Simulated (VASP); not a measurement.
# YAl7 in VASP: notebook, part 2 of 3

VASP 6.6.1.

## Step 3: Single point, PBE

The input, INCAR:

```
SYSTEM = YAl7
ALGO = Normal
EDIFF = 1E-7
ENCUT = 520
GGA = PE
ISIF = 2
ISMEAR = -1
ISYM = 0
LASPH = .TRUE.
LCHARG = .FALSE.
LREAL = Auto
LWAVE = .FALSE.
NBANDS = 46
NELM = 80
PREC = Accurate
SIGMA = 0.0939
```

The input, KPOINTS:

```
Automatic mesh
0
Gamma
  1 1 1
  0.25 0.25 0.25
```

The input, POSCAR:

```
YAl7
1.0
    6.7604440000     -0.0984910000     -0.0055720000
   -0.0984910000      6.7085100000     -0.1408520000
   -0.0055720000     -0.1408520000      6.4081030000
Al Y
14 2
Direct
    0.7034460084      0.2960672815      0.7626318225
    0.6569528011      0.4408098569      0.3362919558
    0.5559702615      0.8476630842      0.4383765222
    0.8572979246      0.7687599395      0.1261083411
    0.9447989143      0.3835643412      0.1147731589
    0.9984346588      0.0348482341      0.8916657116
    0.6294012646      0.0756618982      0.1105503694
    0.4729097038      0.7444924757      0.0417734089
    0.8282900265      0.7372659094      0.6459589694
    0.8933788306      0.0955519931      0.4433854444
    0.3906483220      0.3466416938      0.0486391789
    0.1259679939      0.6365967747      0.8732081589
    0.4631149352      0.5430559127      0.6957044835
    0.2029500774      0.0061177288      0.2202246955
    0.3089930600      0.1820418812      0.5818003663
    0.1791643440      0.5938943283      0.3738815540
```

Potentials or basis: VASP PAW PBE potentials, release 64 (Al, Y_sv).

Run with:

```
$ cat potpaw_PBE.64/Al/POTCAR potpaw_PBE.64/Y_sv/POTCAR > POTCAR
$ mpirun -np 1 vasp_std > vasp.out
```

OUTCAR:

```text
SYSTEM = YAl7
   EDIFF = 1E-7
   ENCUT = 520
   GGA = PE
   ISIF = 2
   ISMEAR = -1
   ISYM = 0
   LASPH = .TRUE.
   LREAL = Auto
   NELM = 80
   PREC = Accurate

 ion  position               nearest neighbor table
   1  0.703  0.296  0.763-  13 2.41  10 2.74   7 2.77   5 2.81  11 2.82   6 2.84   2 2.96  15 2.97
                             9 3.18
   2  0.657  0.441  0.336-   5 2.44  11 2.62  13 2.72   7 2.79   3 2.88   4 2.93  10 2.96   1 2.96
                             9 2.96   8 3.12  15 3.32  16 3.42  16 3.65
   3  0.556  0.848  0.438-   9 2.42   8 2.66   7 2.69  13 2.74  10 2.78   2 2.88   4 2.90  15 2.95
                            14 3.01  16 3.04
   4  0.857  0.769  0.126-   6 2.55  12 2.59   7 2.61   8 2.65   5 2.67  14 2.84   3 2.90   2 2.93
[... 237 lines left out ...]
  in kB      122.6291049    133.6572108     39.1377192     -4.8919073     -7.7834872    -20.3853328
  external PRESSURE =      98.4746783 kB  Pullay stress =       0.0000000 kB

 VOLUME and BASIS-vectors are now :
 -----------------------------------------------------------------------------
  energy-cutoff  :      520.00
  volume of cell :      290.43
      direct lattice vectors                 reciprocal lattice vectors
     6.760444000 -0.098491000 -0.005572000     0.147951123  0.002175850  0.000176473
    -0.098491000  6.708510000 -0.140852000     0.002175850  0.149165221  0.003280588
    -0.005572000 -0.140852000  6.408103000     0.000176473  0.003280588  0.156124685

 POSITION                                       TOTAL-FORCE (eV/Angst)
 -----------------------------------------------------------------------------------
      4.72220      1.80947      4.84140         1.617641     -0.546867      0.250228
      4.39600      2.84511      2.08924        -0.519097      0.681643      1.481146
      3.67268      5.57005      2.68667        -1.383037      0.022623     -0.720968
      5.71930      5.05503      0.69506        -0.659971     -0.548464      0.652369
      6.34884      2.46392      0.67619         0.787493     -1.287344     -1.260745
      6.74146      0.00985      5.70341        -0.229619      0.451378     -1.369614
[... 8 lines left out ...]
      2.06776      1.10885      3.70087        -0.324433     -0.720116      1.070333
      1.15065      3.91384      2.31122         0.005379      0.750466      0.259311
 -----------------------------------------------------------------------------------
    total drift:                               -0.015343      0.007888     -0.016274

  FREE ENERGIE OF THE ION-ELECTRON SYSTEM (eV)
  ---------------------------------------------------
  free  energy   TOTEN  =       -62.9427849598 eV

  energy  without entropy=      -62.7691374307  energy(sigma->0) =      -62.85596120
```

OSZICAR:

```text
N       E                     dE             d eps       ncg     rms          rms(c)
DAV:   1     0.206828675089E+03    0.20683E+03   -0.25246E+04    92   0.119E+03
DAV:   2    -0.439150871905E+02   -0.25074E+03   -0.23606E+03   106   0.228E+02
DAV:   3    -0.633782811255E+02   -0.19463E+02   -0.18661E+02   136   0.434E+01
DAV:   4    -0.649633684337E+02   -0.15851E+01   -0.15722E+01   144   0.112E+01
DAV:   5    -0.649983549576E+02   -0.34987E-01   -0.34972E-01   120   0.190E+00    0.409E+01
DAV:   6    -0.631877228437E+02    0.18106E+01   -0.34582E+00   112   0.623E+00    0.269E+01
DAV:   7    -0.629973823936E+02    0.19034E+00   -0.24165E+00   120   0.512E+00    0.495E+00
DAV:   8    -0.629535817628E+02    0.43801E-01   -0.38866E-01   112   0.225E+00    0.214E+00
DAV:   9    -0.629443283059E+02    0.92535E-02   -0.76696E-02   112   0.101E+00    0.863E-01
DAV:  10    -0.629429445556E+02    0.13838E-02   -0.81616E-03   120   0.349E-01    0.342E-01
DAV:  11    -0.629428176948E+02    0.12686E-03   -0.91352E-04   120   0.124E-01    0.170E-01
DAV:  12    -0.629427884085E+02    0.29286E-04   -0.26132E-04   144   0.603E-02    0.594E-02
DAV:  13    -0.629427852164E+02    0.31921E-05   -0.34318E-05   112   0.236E-02    0.223E-02
DAV:  14    -0.629427853429E+02   -0.12650E-06   -0.35258E-06   128   0.678E-03    0.734E-03
DAV:  15    -0.629427851167E+02    0.22620E-06   -0.50475E-07   104   0.319E-03    0.365E-03
DAV:  16    -0.629427848254E+02    0.29131E-06   -0.20829E-07    88   0.205E-03    0.293E-03
DAV:  17    -0.629427849315E+02   -0.10606E-06   -0.41438E-08    64   0.935E-04    0.814E-04
DAV:  18    -0.629427849598E+02   -0.28390E-07   -0.12759E-08    64   0.452E-04
   1 F= -.62942785E+02 E0= -.62855961E+02  d E =-.173648E+00
```

Run time: 38 s. Hardware: 1 thread of Intel Xeon Platinum 8488C (Sapphire Rapids), shared host; peak memory 0.32 GiB.

What came out:

| Quantity | Value |
| --- | --- |
| Free energy | -62.9428 eV |
| Pressure | 9.8 GPa |
| Largest force | 1.966 eV/Å |
| Band gap on the k mesh | 0.34 eV |

Forces on the atoms (eV/Å):
```
Al   1.618 -0.547  0.250
Al  -0.519  0.682  1.481
Al  -1.383  0.023 -0.721
Al  -0.660 -0.548  0.652
Al   0.787 -1.287 -1.261
Al  -0.230  0.451 -1.370
Al   0.286  0.603  0.074
Al  -0.223 -0.215  0.175
Al   0.443 -0.878  1.146
Al   0.220  0.662  0.193
Al  -1.747 -0.396 -0.587
Al   0.815 -0.584 -0.245
Al   0.065  1.867 -0.312
Al   0.846  0.138 -0.806
Y   -0.324 -0.720  1.070
Y    0.005  0.750  0.259
```

Stress tensor (GPa, compression positive):
```
12.26 -0.49 -2.04
-0.49 13.37 -0.78
-2.04 -0.78  3.91
```

Caveat: the k points lie up to 0.98 Å⁻¹ apart.

## Step 4: Single point, PBE

The input, INCAR:

```
SYSTEM = YAl7
ALGO = Normal
EDIFF = 1E-6
ENCUT = 520
GGA = PE
ISIF = 2
ISMEAR = -1
ISYM = 0
LASPH = .True.
LCHARG = .False.
LREAL = Auto
LWAVE = .False.
NBANDS = 46
NELM = 80
PREC = Accurate
SIGMA = 0.0939
```

KPOINTS is that of step 3.

The input, POSCAR:

```
YAl7
1.0
    6.7604440000     -0.0984910000     -0.0055720000
   -0.0984910000      6.7085100000     -0.1408520000
   -0.0055720000     -0.1408520000      6.4081030000
Al Y
14 2
Direct
    0.6879683010      0.2387239937      0.6896999176
    0.6475857433      0.4673447452      0.2673908003
    0.4927884793      0.8263788152      0.3867628105
    0.8009684197      0.7665535530      0.1043648326
    0.9797883619      0.3049988030      0.0117938292
    0.9906855424     -0.0564397441      0.8372107079
    0.5958960745      0.1198283909      0.0972762768
    0.4485432890      0.7875957234     -0.0567666100
    0.7878709399      0.6908017724      0.5941513156
    0.8959868823      0.0703555633      0.3560216121
    0.3579006922      0.3816908097      0.0081618751
    0.1240249844      0.6074954046      0.8275541155
    0.4242895867      0.5239314527      0.6187110186
    0.2327653772      0.0024790141      0.1602902049
    0.2694348685      0.1796925000      0.5727289869
    0.1121502283      0.5902234866      0.3430790765
```

Potentials or basis: VASP PAW PBE potentials, release 64 (Al, Y_sv).

Run with:

```
$ cat potpaw_PBE.64/Al/POTCAR potpaw_PBE.64/Y_sv/POTCAR > POTCAR
$ mpirun -np 1 vasp_std > vasp.out
```

OUTCAR:

```text
SYSTEM = YAl7
   EDIFF = 1E-6
   ENCUT = 520
   GGA = PE
   ISIF = 2
   ISMEAR = -1
   ISYM = 0
   LASPH = .True.
   LREAL = Auto
   NELM = 80
   PREC = Accurate

 ion  position               nearest neighbor table
   1  0.688  0.239  0.690-  13 2.71  10 2.78   7 2.83   5 2.87  15 2.94   6 3.07  11 3.17   9 3.17
                             2 3.18
   2  0.648  0.467  0.267-   4 2.50   7 2.55  11 2.60   9 2.68  13 2.73   3 2.73   5 2.99   1 3.18
                            16 3.25  10 3.26   8 3.36  15 3.76  16 3.76
   3  0.493  0.826  0.387-  13 2.60   9 2.60  14 2.62   2 2.73   4 2.79   7 2.84   8 2.86  16 2.99
                            15 3.05  10 3.15
   4  0.801  0.767  0.104-   6 2.47   2 2.50   8 2.61  10 2.61   7 2.78   3 2.79  16 2.91  12 3.01
                             9 3.20   9 3.29  14 3.29
   5  0.980  0.305  0.012-  12 2.56  11 2.59   6 2.63  10 2.81   1 2.87  14 2.88   7 2.91  16 2.92
                             2 2.99  15 3.52
   6  0.991  0.944  0.837-  12 2.45   4 2.47   9 2.61   5 2.63  14 2.65  15 3.00   1 3.07  10 3.30

   7  0.596  0.120  0.097-  11 2.50   2 2.55   8 2.57  14 2.59  10 2.66   4 2.78   1 2.83   3 2.84
                             5 2.91  15 3.78
   8  0.449  0.788  0.943-  14 2.47  12 2.57   7 2.57   4 2.61  13 2.67  11 2.82   3 2.86   9 3.27
                             2 3.36  16 3.69  15 3.84
   9  0.788  0.691  0.594-   3 2.60   6 2.61   2 2.68  13 2.68  12 2.80  16 2.80  10 3.10   1 3.17
                             4 3.20   8 3.27   4 3.29
  10  0.896  0.070  0.356-   4 2.61  14 2.64   7 2.66   1 2.78   5 2.81  15 2.94   9 3.10   3 3.15
                             2 3.26   6 3.30  16 3.57  16 3.75
  11  0.358  0.382  0.008-   7 2.50  12 2.53   5 2.59   2 2.60  13 2.74   8 2.82  14 2.87  16 3.04
                            15 3.10   1 3.17
  12  0.124  0.607  0.828-   6 2.45  13 2.50  11 2.53   5 2.56   8 2.57   9 2.80   4 3.01  16 3.10
                            16 3.31  15 3.41
  13  0.424  0.524  0.619-  12 2.50  15 2.51   3 2.60   8 2.67   9 2.68   1 2.71   2 2.73  11 2.74
                            16 2.81
  14  0.233  0.002  0.160-   8 2.47   7 2.59   3 2.62  10 2.64   6 2.65  15 2.86  11 2.87   5 2.88
                            16 3.14   4 3.29
  15  0.269  0.180  0.573-  13 2.51  14 2.86   1 2.94  10 2.94   6 3.00   3 3.05  11 3.10  16 3.38
                            12 3.41   5 3.52   2 3.76   7 3.78   8 3.84  16 4.27
  16  0.112  0.590  0.343-   9 2.80  13 2.81   4 2.91   5 2.92   3 2.99  11 3.04  12 3.10  14 3.14
                             2 3.25  12 3.31  15 3.38  10 3.57   8 3.69  10 3.75   2 3.76  15 4.27

IMPORTANT INFORMATION: All symmetrisations will be switched off!
NOSYMM: (Re-)initialisation of all symmetry stuff for point group C_1.

----------------------------------------------------------------------------------------

                                     Primitive cell

  volume of cell :     290.4269

  direct lattice vectors                    reciprocal lattice vectors
     6.760444000 -0.098491000 -0.005572000     0.147951123  0.002175850  0.000176473
    -0.098491000  6.708510000 -0.140852000     0.002175850  0.149165221  0.003280588
    -0.005572000 -0.140852000  6.408103000     0.000176473  0.003280588  0.156124685

  length of vectors
     6.761163702  6.710711302  6.409653219     0.147967227  0.149217157  0.156159248

  position of ions in fractional coordinates (direct lattice)
     0.687968301  0.238723994  0.689699918
     0.647585743  0.467344745  0.267390800
     0.492788479  0.826378815  0.386762811
     0.800968420  0.766553553  0.104364833
     0.979788362  0.304998803  0.011793829
     0.990685542  0.943560256  0.837210708
[... 8 lines left out ...]
     0.269434868  0.179692500  0.572728987
     0.112150228  0.590223487  0.343079076

  ion indices of the primitive-cell ions
   primitive index   ion index
                 1           1
                 2           2
                 3           3
                 4           4
                 5           5
                 6           6
[... 8 lines left out ...]
                15          15
                16          16

----------------------------------------------------------------------------------------

 KPOINTS: Automatic mesh

Automatic generation of k-mesh.
 Grid dimensions read from file:
 generate k-points for:    1    1    1

 Generating k-lattice:

  Cartesian coordinates                     Fractional coordinates (reciprocal lattice)
     0.147951123  0.002175850  0.000176473     1.000000000 -0.000000000  0.000000000
     0.002175850  0.149165221  0.003280588     0.000000000  1.000000000  0.000000000
     0.000176473  0.003280588  0.156124685     0.000000000 -0.000000000  1.000000000

  Length of vectors
     0.147967227  0.149217157  0.156159248

  Shift w.r.t. Gamma in fractional coordinates (k-lattice)
     0.250000000  0.250000000  0.250000000

 Subroutine IBZKPT returns following result:
 ===========================================

 Found      1 irreducible k-points:

 Following reciprocal coordinates:
            Coordinates               Weight
  0.250000  0.250000  0.250000      2.000000
   k-points           NKPTS =      1   k-points in BZ     NKDIM =      1   number of bands    NBANDS=     46
   number of dos      NEDOS =    301   number of ions     NIONS =     16
   total plane-waves  NPLWV = 120000
   dimension x,y,z NGX =    50 NGY =   50 NGZ =   48
   dimension x,y,z NGXF=   100 NGYF=  100 NGZF=   96
   ions per type =              14   2
   NGX,Y,Z   is equivalent  to a cutoff of  12.29, 12.39, 12.45 a.u.
   NGXF,Y,Z  is equivalent  to a cutoff of  24.59, 24.77, 24.90 a.u.
 SYSTEM =  YAl7
   PREC   = accura    normal or accurate (medium, high low for compatibility)
   ISTART =      0    job   : 0-new  1-cont  2-samecut
   ICHARG =      2    charge: 1-file 2-atom 10-const
   ISPIN  =      1    spin polarized calculation?
   LNONCOLLINEAR =      F non collinear calculations
   LSORBIT =      F    spin-orbit coupling
   LASPH  =      T    aspherical Exc in radial PAW
   ENCUT  =  520.0 eV  38.22 Ry    6.18 a.u.  12.57 12.48 11.92*2*pi/ulx,y,z
   NELM   =     80;   NELMIN=  2; NELMDL= -5     # of ELM steps
   EDIFF  = 0.1E-05   stopping-criterion for ELM
   LREAL  =      T    real-space projection
   EDIFFG = 0.1E-04   stopping-criterion for IOM
   NSW    =      0    number of steps for IOM
   IBRION =     -1    ionic relax: 0-MD 1-quasi-New 2-CG
   NFREE  =      0    steps in history (QN), initial steepest desc. (CG)
   ISIF   =      2    stress and relaxation
   ISYM   =      0    0-nonsym 1-usesym 2-fastsym
   POTIM  = 0.5000    time-step for ionic-motion
   TEBEG  =    0.0;   TEEND  =   0.0 temperature during run
   PSTRESS=    0.0 pullay stress
   NELECT =      64.0000    total number of electrons
   NUPDOWN=      -1.0000    fix difference up-down
   EMIN   =  10.00;   EMAX   =-10.00  energy-range for DOS
   EFERMI =   0.00;   METHOD = LEGACY
   ISMEAR =    -1;   SIGMA  =   0.09  broadening in eV -4-tet -1-fermi 0-gaus
   EFERMI_NEDOS =   21; number of points for ismear=-14 and -15
   IALGO  =     38    algorithm
   IMIX   =      4    mixing-type and parameters
     AMIX     =   0.40;   BMIX     =  1.00
     AMIX_MAG =   1.60;   BMIX_MAG =  1.00
  volume/ion in A,a.u.               =      18.15       122.49
  Fermi-wavevector in a.u.,A,eV,Ry     =   0.988832  1.868622 13.303626  0.977789
  Thomas-Fermi vector in A             =   2.120387
   LORBIT       =      0    0 simple, 1 ext, 2 COOP (PROOUT), +10 PAW based schemes
   GGA     = PE    functional components
[... 5 lines left out ...]
 non-spin polarized calculation
  energy-cutoff  :      520.00
  volume of cell :      290.43
 maximum number of plane-waves:      7814
 NGX is ok and might be reduce to    50
   NGX = 25   NGY = 25   NGZ = 23

 number of electron      64.0000001 magnetization

 Free energy of the ion-electron system (eV)
  ---------------------------------------------------
  ext. energy  EPLUGINS =         0.00000000
  ---------------------------------------------------
  free energy    TOTEN  =       -63.12717493 eV

  energy without entropy =      -62.99330320  energy(sigma->0) =      -63.06023907

 E-fermi :   6.9283     XC(G=0): -10.0502

 val. band max:        6.7245454736   @ k =   0.2500   0.2500   0.2500
 cond. band min:       7.1282617520   @ k =   0.2500   0.2500   0.2500
 fundamental gap:      0.4037162784
 Fermi energy:         6.9283440970

 k-point     1 :       0.2500    0.2500    0.2500
  band No.  band energies     occupation
      1     -35.2483      2.00000
      2     -35.1561      2.00000
      3     -15.5205      2.00000
      4     -15.4105      2.00000
      5     -15.3272      2.00000
      6     -15.2922      2.00000
[... 36 lines left out ...]
     43       9.3477      0.00000
     44       9.8210      0.00000
 [bands above 44 left out]

------------------------ aborting loop because EDIFF is reached ----------------------------------------

  FORCE on cell =-STRESS in cart. coord.  units (eV):
  Direction    XX          YY          ZZ          XY          YZ          ZX
  --------------------------------------------------------------------------------------
  -------------------------------------------------------------------------------------
  Total       22.4632916     28.2502165      1.9522664      1.9755686     -2.9366725     -5.6721148
  in kB      123.9216426    155.8459599     10.7699293     10.8984787    -16.2005325    -31.2909521
  external PRESSURE =      96.8458439 kB  Pullay stress =       0.0000000 kB

 VOLUME and BASIS-vectors are now :
 -----------------------------------------------------------------------------
  energy-cutoff  :      520.00
  volume of cell :      290.43
      direct lattice vectors                 reciprocal lattice vectors
     6.760444000 -0.098491000 -0.005572000     0.147951123  0.002175850  0.000176473
    -0.098491000  6.708510000 -0.140852000     0.002175850  0.149165221  0.003280588
    -0.005572000 -0.140852000  6.408103000     0.000176473  0.003280588  0.156124685

 POSITION                                       TOTAL-FORCE (eV/Angst)
 -----------------------------------------------------------------------------------
      4.62362      1.43658      4.38221         0.766778      0.187042      0.026404
      4.33045      3.03374      1.64403         0.501362     -0.535996      0.908956
      3.24792      5.44076      2.35927        -0.302658      0.822101     -0.203304
      5.33882      5.04884      0.55635        -0.080516     -0.391294     -0.337647
      6.59370      1.94793      0.02716        -0.690797     -0.047247      0.268384
      6.59988      6.11439      5.22651        -0.058004      1.326143     -1.327276
[... 8 lines left out ...]
      1.80061      1.09826      3.64330        -1.446472     -2.329505      0.347119
      0.69814      3.90015      2.11473         0.117308      0.527380     -0.886362
 -----------------------------------------------------------------------------------
    total drift:                               -0.001660     -0.013744      0.009529

  FREE ENERGIE OF THE ION-ELECTRON SYSTEM (eV)
  ---------------------------------------------------
  free  energy   TOTEN  =       -63.1271749349 eV

  energy  without entropy=      -62.9933031963  energy(sigma->0) =      -63.06023907
```

Wall time 29 s (1 thread of Intel Xeon Platinum 8488C (Sapphire Rapids), shared host); peak memory 0.32 GiB.

Results:

```yaml
Free_energy: -63.1272 eV
Pressure: 9.7 GPa
Largest_force: 2.764 eV/Å
Band_gap_on_the_k_mesh: 0.40 eV
```

Forces in eV/Å, atoms in the order of the input:
```
Al   0.767  0.187  0.026
Al   0.501 -0.536  0.909
Al  -0.303  0.822 -0.203
Al  -0.081 -0.391 -0.338
Al  -0.691 -0.047  0.268
Al  -0.058  1.326 -1.327
Al   0.556 -0.728 -0.201
Al   0.452 -0.374 -0.664
Al  -0.504 -0.211  1.128
Al   0.250  0.615  0.821
Al  -0.139 -0.375 -0.501
Al  -0.745 -0.714 -0.290
Al   2.062  1.474  0.559
Al  -0.740  0.753  0.350
Y   -1.446 -2.330  0.347
Y    0.117  0.527 -0.886
```

Stress tensor (GPa, compression positive):
```
12.39  1.09 -3.13
 1.09 15.58 -1.62
-3.13 -1.62  1.08
```

Caveat: the k points lie up to 0.98 Å⁻¹ apart.

[end of part 2 of 3]
